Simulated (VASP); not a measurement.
Cd2C:

```
CELL_PARAMETERS angstrom
3.85716 0.00000 0.00000
-1.92858 3.34040 0.00000
0.00000 0.00000 4.65834
ATOMIC_POSITIONS crystal
Cd 0.33333 0.66667 0.04353
Cd 0.66667 0.33333 0.04353
C 0.00000 0.00000 0.76334
```

The cell was generated, and may not be a known phase.

Base run:

| Quantity | Value |
| --- | --- |
| Program | VASP 6.6.1 |
| Functional | PBE |
| Potentials or basis | VASP PAW PBE potentials, release 64 (Cd_sv_GW, C) |
| Cutoff | 700 eV |
| k mesh | 6 × 6 × 4 |
| Occupations | gaussian, width 0.1 eV |
| Spin | no spin polarisation |

Its results: pressure 37.2 GPa; largest force 1.676 eV/Å.

Task: The run is repeated on the same cell with these changes: spin from no spin polarisation to collinear spin; further incar settings from ALGO = Normal; EDIFF = 1e-06; NBANDS = 29 to ALGO = Normal; EDIFF = 1e-06; NBANDS = 33. What comes out?

Result: Pressure 37.2 GPa; net moment 0.13 μB per cell; site moments Cd +0.00; C +0.06 μB; largest force 1.693 eV/Å.

Caveats: the stress differs along the axes, from -10 to 61 GPa; forces of over 1 eV/Å act on the atoms, so gaps and moduli don't describe the material at rest; a moment this small can come from the mesh or the smearing (at least some runs).
